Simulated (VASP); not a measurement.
# GaP (F-43m) in VASP: a series of runs

The runs below take GaP through single point, with B3LYP, HSE06.

Program: VASP 6.6.1. These are calculated values, not measurements. Logs are shortened: lines on timing, memory, paths and dates and some standing lists are left out, and cuts for length are marked.

**What was measured.**

From “Stacking defects in GaP nanowires: Electronic structure and optical properties”, 2018, arxiv:1810.01194, for a bulk crystal of GaP at 10 K: band gap 2.34 eV (indirect).

The results are compared with them further down.

### Step 1. The cell of the first run

Symmetry: F-43m, No. 216, cubic system. Conventional cell: a = 5.451 Å, b = 5.451 Å, c = 5.451 Å, α = 90.00°, β = 90.00°, γ = 90.00°. Within 3.1 Å of Ga (site symmetry -43m) lie 4 P at 2.36 Å. P (site symmetry -43m) has 4 Ga at 2.36 Å within 3.1 Å.

### Step 2. Single point, B3LYP

The input, POSCAR:

```
GaP
1.0
    0.0000000000      2.7252500000      2.7252500000
    2.7252500000      0.0000000000      2.7252500000
    2.7252500000      2.7252500000      0.0000000000
Ga P
1 1
Direct
    0.0000000000      0.0000000000      0.0000000000
    0.7500000000      0.7500000000      0.7500000000
```

The input, INCAR.step1:

```
  PREC = Accurate
  ENCUT = 520
  EDIFF = 1E-5
  ISMEAR = -1
  SIGMA = 0.05
  LREAL = False
  LASPH = True
  NELM = 100
  ALGO = Normal
  ISIF = 2
  LWAVE = True
  NBANDS = 16
  GGA = PE
```

The input, INCAR.step2:

```
  PREC = Accurate
  ENCUT = 520
  EDIFF = 1E-7
  ISMEAR = -1
  SIGMA = 0.05
  LREAL = False
  LASPH = True
  NELM = 100
  ALGO = Normal
  ISIF = 2
  LWAVE = False
  LCHARG = True
  GGA = B3
  LHFCALC = True
  AEXX = 0.2
  AGGAX = 0.72
  AGGAC = 0.81
  ALDAC = 0.19
  PRECFOCK = Normal
  LELF = True
  LVHAR = True
  NBANDS = 16
  ISTART = 1
```

The input, KPOINTS:

```
Automatic mesh
0
Gamma
  4 4 4
```

Potentials or basis: VASP PAW PBE potentials, release 64 (Ga_d, P).

Run with:

```bash
cat potpaw_PBE.64/Ga_d/POTCAR potpaw_PBE.64/P/POTCAR > POTCAR
cp INCAR.step1 INCAR
mpirun -np 1 vasp_std > vasp.out
cp INCAR.step2 INCAR
mpirun -np 1 vasp_std > vasp.out
```

OUTCAR:

```text
PREC = Accurate
   ENCUT = 520
   EDIFF = 1E-7
   ISMEAR = -1
   LREAL = False
   LASPH = True
   NELM = 100
   ISIF = 2
   GGA = B3
   LHFCALC = True
   AEXX = 0.2
   PRECFOCK = Normal
   ISTART = 1

 ion  position               nearest neighbor table
   1  0.000  0.000  0.000-   2 2.36   2 2.36   2 2.36   2 2.36
   2  0.750  0.750  0.750-   1 2.36   1 2.36   1 2.36   1 2.36

  LATTYP: Found a face centered cubic cell.
 ALAT       =     5.4505000000

  Lattice vectors:

 A1 = (   0.0000000000,   2.7252500000,   2.7252500000)
 A2 = (   2.7252500000,   0.0000000000,   2.7252500000)
 A3 = (   2.7252500000,   2.7252500000,   0.0000000000)

Analysis of symmetry for initial positions (statically):
=====================================================================
 Subroutine PRICEL returns:
 Original cell was already a primitive cell.

 Routine SETGRP: Setting up the symmetry group for a
 face centered cubic supercell.

 Subroutine GETGRP returns: Found 24 space group operations
 (whereof 24 operations were pure point group operations)
 out of a pool of 48 trial point group operations.

The static configuration has the point symmetry T_d .

Analysis of symmetry for dynamics (positions and initial velocities):
=====================================================================
 Subroutine PRICEL returns:
 Original cell was already a primitive cell.

 Routine SETGRP: Setting up the symmetry group for a
 face centered cubic supercell.

 Subroutine GETGRP returns: Found 24 space group operations
 (whereof 24 operations were pure point group operations)
 out of a pool of 48 trial point group operations.

The dynamic configuration has the point symmetry T_d .

 Subroutine INISYM returns: Found 24 space group operations
 (whereof 24 operations are pure point group operations),
 and found     1 'primitive' translations

----------------------------------------------------------------------------------------

                                     Primitive cell

  volume of cell :      40.4808

  direct lattice vectors                    reciprocal lattice vectors
     0.000000000  2.725250000  2.725250000    -0.183469406  0.183469406  0.183469406
     2.725250000  0.000000000  2.725250000     0.183469406 -0.183469406  0.183469406
     2.725250000  2.725250000  0.000000000     0.183469406  0.183469406 -0.183469406

  length of vectors
     3.854085511  3.854085511  3.854085511     0.317778334  0.317778334  0.317778334

  position of ions in fractional coordinates (direct lattice)
     0.000000000  0.000000000  0.000000000
     0.750000000  0.750000000  0.750000000

  ion indices of the primitive-cell ions
   primitive index   ion index
                 1           1
                 2           2

----------------------------------------------------------------------------------------

 KPOINTS: Automatic mesh

Automatic generation of k-mesh.
 Grid dimensions read from file:
 generate k-points for:    4    4    4

 Generating k-lattice:

  Cartesian coordinates                     Fractional coordinates (reciprocal lattice)
    -0.045867352  0.045867352  0.045867352     0.250000000  0.000000000  0.000000000
     0.045867352 -0.045867352  0.045867352     0.000000000  0.250000000  0.000000000
     0.045867352  0.045867352 -0.045867352     0.000000000  0.000000000  0.250000000

  Length of vectors
     0.079444583  0.079444583  0.079444583

  Shift w.r.t. Gamma in fractional coordinates (k-lattice)
     0.000000000  0.000000000  0.000000000

 Subroutine IBZKPT returns following result:
 ===========================================

 Found      8 irreducible k-points:

 Following reciprocal coordinates:
            Coordinates               Weight
  0.000000  0.000000  0.000000      1.000000
  0.250000  0.000000  0.000000      8.000000
  0.500000  0.000000  0.000000      4.000000
  0.250000  0.250000  0.000000      6.000000
  0.500000  0.250000  0.000000     24.000000
 -0.250000  0.250000  0.000000     12.000000
  0.500000  0.500000  0.000000      3.000000
 -0.250000  0.500000  0.250000      6.000000
   k-points           NKPTS =      8   k-points in BZ     NKDIM =     64   number of bands    NBANDS=     16
   number of dos      NEDOS =    301   number of ions     NIONS =      2
   total plane-waves  NPLWV =  27000
   dimension x,y,z NGX =    30 NGY =   30 NGZ =   30
   dimension x,y,z NGXF=    60 NGYF=   60 NGZF=   60
   ions per type =               1   1
   NGX,Y,Z   is equivalent  to a cutoff of  12.94, 12.94, 12.94 a.u.
   NGXF,Y,Z  is equivalent  to a cutoff of  25.88, 25.88, 25.88 a.u.
 SYSTEM =  unknown system
   PREC   = accura    normal or accurate (medium, high low for compatibility)
   ISTART =      1    job   : 0-new  1-cont  2-samecut
   ICHARG =      0    charge: 1-file 2-atom 10-const
   ISPIN  =      1    spin polarized calculation?
   LNONCOLLINEAR =      F non collinear calculations
   LSORBIT =      F    spin-orbit coupling
   LASPH  =      T    aspherical Exc in radial PAW
   ENCUT  =  520.0 eV  38.22 Ry    6.18 a.u.   7.17  7.17  7.17*2*pi/ulx,y,z
   NELM   =    100;   NELMIN=  2; NELMDL=  0     # of ELM steps
   EDIFF  = 0.1E-06   stopping-criterion for ELM
   LREAL  =      F    real-space projection
   EDIFFG = 0.1E-05   stopping-criterion for IOM
   NSW    =      0    number of steps for IOM
   IBRION =     -1    ionic relax: 0-MD 1-quasi-New 2-CG
   NFREE  =      0    steps in history (QN), initial steepest desc. (CG)
   ISIF   =      2    stress and relaxation
   ISYM   =      3    0-nonsym 1-usesym 2-fastsym
   POTIM  = 0.5000    time-step for ionic-motion
   TEBEG  =    0.0;   TEEND  =   0.0 temperature during run
   PSTRESS=    0.0 pullay stress
   NELECT =      18.0000    total number of electrons
   NUPDOWN=      -1.0000    fix difference up-down
   EMIN   =  10.00;   EMAX   =-10.00  energy-range for DOS
   EFERMI =   0.00;   METHOD = LEGACY
   ISMEAR =    -1;   SIGMA  =   0.05  broadening in eV -4-tet -1-fermi 0-gaus
   EFERMI_NEDOS =   21; number of points for ismear=-14 and -15
   IALGO  =     38    algorithm
   IMIX   =      1    mixing-type and parameters
     AMIX     =   0.40;   BMIX     =  1.00
     AMIX_MAG =   1.60;   BMIX_MAG =  1.00
  volume/ion in A,a.u.               =      20.24       136.59
  Fermi-wavevector in a.u.,A,eV,Ry     =   1.249538  2.361284 21.243377  1.561344
  Thomas-Fermi vector in A             =   2.383574
   LORBIT       =      0    0 simple, 1 ext, 2 COOP (PROOUT), +10 PAW based schemes
   GGA     = B3    functional components
   LHFCALC =     T    Hartree Fock is set to
   PRECFOCK=normal    Normal, Fast or Accurate (Low or Medium for compatibility)
   ENCUT4O =  -1.0   cutoff for four orbital integrals eV
   NKREDX  =     1    reduce k-point grid by
   NKREDY  =     1    reduce k-point grid by
   NKREDZ  =     1    reduce k-point grid by
   AEXX    =    0.2000 exact exchange contribution
   HFSCREEN=    0.0000 screening length (either q_TF or 0.3 A-1)
   HFSCREENC=   0.0000 screening length for correlation (either q_TF or 0.3 A-1)
   ENCUTFOCK=  -1.0 apply spherical cutoff to Coloumb kernel
   IVDW    =     0    specifies the selected vdW correction
   LEPSILON=     F    determine dielectric tensor
   LRPA    =     F    only Hartree local field effects (RPA)
 non-spin polarized calculation
  energy-cutoff  :      520.00
  volume of cell :       40.48
 maximum number of plane-waves:      1106
 NGX is ok and might be reduce to    30
  NGX = 24; NGY = 24; NGZ = 24

 number of electron      17.9999989 magnetization

 Free energy of the ion-electron system (eV)
  ---------------------------------------------------
  ext. energy  EPLUGINS =         0.00000000
  ---------------------------------------------------
  free energy    TOTEN  =        -9.90098452 eV

  energy without entropy =       -9.90098452  energy(sigma->0) =       -9.90098452

 E-fermi :   5.3019     XC(G=0):  -7.8082

 val. band max:        4.2261566760   @ k =   0.0000   0.0000   0.0000
 cond. band min:       7.1623665899   @ k =   0.5000   0.5000   0.0000
 fundamental gap:      2.9362099139
 Fermi energy:         5.3019480879

 k-point     1 :       0.0000    0.0000    0.0000
  band No.  band energies     occupation
      1     -12.4536      2.00000
      2     -12.4536      2.00000
      3     -12.4536      2.00000
      4     -12.3530      2.00000
      5     -12.3530      2.00000
      6      -9.3053      2.00000
[... 8 lines left out ...]
     15      15.6851      0.00000
     16      15.6851      0.00000

 k-point     2 :       0.2500    0.0000    0.0000
  band No.  band energies     occupation
      1     -12.4838      2.00000
      2     -12.4400      2.00000
      3     -12.4400      2.00000
      4     -12.3522      2.00000
      5     -12.3522      2.00000
      6      -8.4900      2.00000
[... 8 lines left out ...]
     15      14.8278      0.00000
     16      15.7909      0.00000

 k-point     3 :       0.5000    0.0000    0.0000
  band No.  band energies     occupation
      1     -12.5123      2.00000
      2     -12.4300      2.00000
      3     -12.4300      2.00000
      4     -12.3474      2.00000
      5     -12.3474      2.00000
      6      -7.1327      2.00000
[... 8 lines left out ...]
     15      17.7131      0.00000
     16      17.7131      0.00000

 k-point     4 :       0.2500    0.2500    0.0000
  band No.  band energies     occupation
      1     -12.5053      2.00000
      2     -12.4244      2.00000
      3     -12.4244      2.00000
      4     -12.3669      2.00000
      5     -12.3436      2.00000
      6      -8.2101      2.00000
[... 8 lines left out ...]
     15      16.6920      0.00000
     16      18.6827      0.00000

 k-point     5 :       0.5000    0.2500    0.0000
  band No.  band energies     occupation
      1     -12.5246      2.00000
      2     -12.4169      2.00000
      3     -12.4106      2.00000
      4     -12.3663      2.00000
      5     -12.3423      2.00000
      6      -6.7819      2.00000
[... 8 lines left out ...]
     15      17.8033      0.00000
     16      19.2672      0.00000

 k-point     6 :      -0.2500    0.2500    0.0000
  band No.  band energies     occupation
      1     -12.5092      2.00000
      2     -12.4261      2.00000
      3     -12.4229      2.00000
      4     -12.3544      2.00000
      5     -12.3518      2.00000
      6      -7.3214      2.00000
[... 8 lines left out ...]
     15      17.0229      0.00000
     16      19.3715      0.00000

 k-point     7 :       0.5000    0.5000    0.0000
  band No.  band energies     occupation
      1     -12.5481      2.00000
      2     -12.3939      2.00000
      3     -12.3939      2.00000
      4     -12.3839      2.00000
      5     -12.3340      2.00000
      6      -6.1667      2.00000
[... 8 lines left out ...]
     15      18.4690      0.00000
     16      18.9685      0.00000

 k-point     8 :      -0.2500    0.5000    0.2500
  band No.  band energies     occupation
      1     -12.5289      2.00000
      2     -12.4184      2.00000
      3     -12.3972      2.00000
      4     -12.3676      2.00000
      5     -12.3453      2.00000
      6      -6.0779      2.00000
[... 8 lines left out ...]
     15      17.9502      0.00000
     16      19.8279      0.00000

------------------------ aborting loop because EDIFF is reached ----------------------------------------

  FORCE on cell =-STRESS in cart. coord.  units (eV):
  Direction    XX          YY          ZZ          XY          YZ          ZX
  --------------------------------------------------------------------------------------
  -------------------------------------------------------------------------------------
  Total        1.0471909      1.0471909      1.0471909     -0.0000000      0.0000000     -0.0000000
  in kB       41.4464577     41.4464577     41.4464577     -0.0000000      0.0000000     -0.0000000
  external PRESSURE =      41.4464577 kB  Pullay stress =       0.0000000 kB

 VOLUME and BASIS-vectors are now :
 -----------------------------------------------------------------------------
  energy-cutoff  :      520.00
  volume of cell :       40.48
      direct lattice vectors                 reciprocal lattice vectors
     0.000000000  2.725250000  2.725250000    -0.183469406  0.183469406  0.183469406
     2.725250000  0.000000000  2.725250000     0.183469406 -0.183469406  0.183469406
     2.725250000  2.725250000  0.000000000     0.183469406  0.183469406 -0.183469406

 POSITION                                       TOTAL-FORCE (eV/Angst)
 -----------------------------------------------------------------------------------
      0.00000      0.00000      0.00000        -0.000000     -0.000000     -0.000000
      4.08788      4.08788      4.08788         0.000000      0.000000      0.000000
 -----------------------------------------------------------------------------------
    total drift:                                0.000036      0.000032      0.000026

  FREE ENERGIE OF THE ION-ELECTRON SYSTEM (eV)
  ---------------------------------------------------
  free  energy   TOTEN  =        -9.9009845222 eV

  energy  without entropy=       -9.9009845222  energy(sigma->0) =       -9.90098452
```

It took 6.6 min on 1 thread of Intel Xeon Platinum 8375C at 2.90GHz (Ice Lake), shared host; peak memory 0.17 GiB.

What came out:

```yaml
Free_energy: -9.9010 eV
Pressure: 4.1 GPa
Band_gap_on_the_k_mesh: 2.94 eV (least direct gap 3.12 eV)
```

Caveat: the k points lie up to 0.50 Å⁻¹ apart; the PAW data sets were made with another functional, which shifts forces and pressure a little.

### Step 3. Single point, B3LYP

This run uses another cell than the first one, of 20.65 Å³/atom.

The input, POSCAR:

```
GaP
1.0
    0.0000000000      2.7432985392      2.7432985392
    2.7432985392      0.0000000000      2.7432985392
    2.7432985392      2.7432985392      0.0000000000
Ga P
1 1
Direct
    0.0000000000      0.0000000000      0.0000000000
    0.7500000000      0.7500000000      0.7500000000
```

The input, INCAR.step1:

```
SYSTEM = GaP
ALGO = Normal ; EDIFF = 1E-5
ENCUT = 520 ; GGA = PE
ISIF = 2 ; ISMEAR = -1
LASPH = .TRUE. ; LCHARG = .FALSE.
LREAL = .FALSE. ; LWAVE = .TRUE.
NBANDS = 16 ; NELM = 80
PREC = Accurate ; SIGMA = 0.05
```

The input, INCAR.step2:

```
SYSTEM = GaP
AEXX = 0.2 ; AGGAC = 0.81
AGGAX = 0.72 ; ALDAC = 0.19
ALGO = Normal ; EDIFF = 1E-6
ENCUT = 520 ; GGA = B3
ISIF = 2 ; ISMEAR = -1
ISTART = 1 ; LASPH = .TRUE.
LCHARG = .FALSE. ; LHFCALC = .TRUE.
LREAL = .FALSE. ; LWAVE = .FALSE.
NBANDS = 16 ; NELM = 80
PREC = Accurate ; PRECFOCK = Normal
SIGMA = 0.05
```

The input, KPOINTS:

```
k-points
0
G
  4 4 4
  0 0 0
```

Potentials or basis: VASP PAW PBE potentials, release 64 (Ga_d, P).

Run with:

```bash
cat potpaw_PBE.64/Ga_d/POTCAR potpaw_PBE.64/P/POTCAR > POTCAR
cp INCAR.step1 INCAR
mpirun -np 1 vasp_std > vasp.out
cp INCAR.step2 INCAR
mpirun -np 1 vasp_std > vasp.out
```

Wall time 5.7 min (1 thread of Intel Xeon Platinum 8375C at 2.90GHz (Ice Lake), shared host); peak memory 0.17 GiB.

The run converged. Its results:

```
Free energy            : -9.9174 eV
Pressure               : 2.3 GPa
Band gap on the k mesh : 2.88 eV (least direct gap 2.94 eV)
```

Levels at points of the mesh, in eV from the valence-band top:
```
           k point  band 6  band 7  band 8  band 9  band 10  band 11  band 12  band 13
(0.00, 0.00, 0.00)  -13.38    0.00    0.00    0.00     2.94     5.26     5.26     5.26
(0.50, 0.00, 0.00)  -11.27   -7.00   -1.16   -1.16     2.88     6.15     6.15     9.84
(0.50, 0.50, 0.00)  -10.34   -7.17   -2.79   -2.79     2.97     3.14    12.22    12.22
```

Caveat: the k points lie up to 0.50 Å⁻¹ apart; the PAW data sets were made with another functional, which shifts forces and pressure a little. A k mesh can miss the band edges.

(Part 1 of 2 ends here.)
